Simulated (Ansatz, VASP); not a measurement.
## HfN: VASP beside Ansatz

```
Hf N
1.0
     0.00000    2.45482    2.45482
     2.45482    0.00000    2.45482
     2.45482    2.45482    0.00000
Hf N
1 1
Direct
  0.00000 0.00000 0.00000
  0.80292 0.73236 0.73236
```

Change from the starting cell: all N atoms moved -0.150 Å, as atom 2 towards its neighbour atom 1 (Hf) at 2.126 Å.

Alike in both runs: task single point; functional PBEsol; k mesh 16 × 16 × 16; occupations gaussian, width 0.15 eV; no spin polarisation.

|  | VASP | Ansatz |
| --- | --- | --- |
| version | VASP 6.6.1 | Ansatz 0.2.0 |
| potentials or method | VASP PAW PBE potentials, release 64 (Hf_pv, N), cutoff 520 eV | scalar-relativistic, plane waves, PAW |
| valence electrons in the cell | 15 | 31 |

```csv
,VASP,Ansatz,Ansatz less VASP
gap on the k mesh at the Fermi level (eV),none,none,-
pressure (GPa),-3.9,-3.1,+0.84
"traceless stress, the component that is largest in VASP (GPa)",3.61,3.64,+0.035
rms of the force components (eV/Å),0.783,0.784,+0.0006
```

VASP's potentials were made for PBE, not for PBEsol. Atom by atom the forces differ by 0.001 eV/Å (rms over components). A gap of «none» marks a metal or a gap that the smearing closes. VASP's potentials hold 15 valence electrons a cell and Ansatz's 31, so a difference there can come from the potentials and not from the codes.

Spin-orbit coupling is off throughout.
